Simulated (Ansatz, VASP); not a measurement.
One calculation of Zn, two programs

```
Zn
1.0
     2.63474    0.00000    0.00000
    -1.31737    2.28176    0.00000
     0.00000    0.00000    5.08863
Zn
2
Direct
  0.33333 0.66667 0.25000
  0.66667 0.33333 0.75000
```

Alike in both runs: functional PBE; k mesh 18 × 18 × 10; occupations fermi-dirac, width 0.08 eV; no spin polarisation.

Ansatz relaxed the structure, and its values are those at the end. VASP's run is a single point on that final structure, the one shown.

|  | VASP | Ansatz |
| --- | --- | --- |
| version | VASP 6.6.1 | Ansatz 0.2.0 |
| potentials or method | VASP PAW PBE potentials, release 64 (Zn) | PAW with Ansatz's default frozen-core files, scalar-relativistic |
| plane-wave cutoff (eV) | 520 | 1080 |
| valence electrons in the cell | 24 | 24 |

|  | VASP | Ansatz | Ansatz less VASP |
| --- | --- | --- | --- |
| gap on the k mesh at the Fermi level (eV) | none | none | - |
| pressure (GPa) | 0.4 | 0.0 | -0.39 |

A gap of «none» marks a metal or a gap that the smearing closes. The functional is the same, so the differences come from potentials, cutoffs and numerics. Ansatz's warnings: radial quadrature taken.
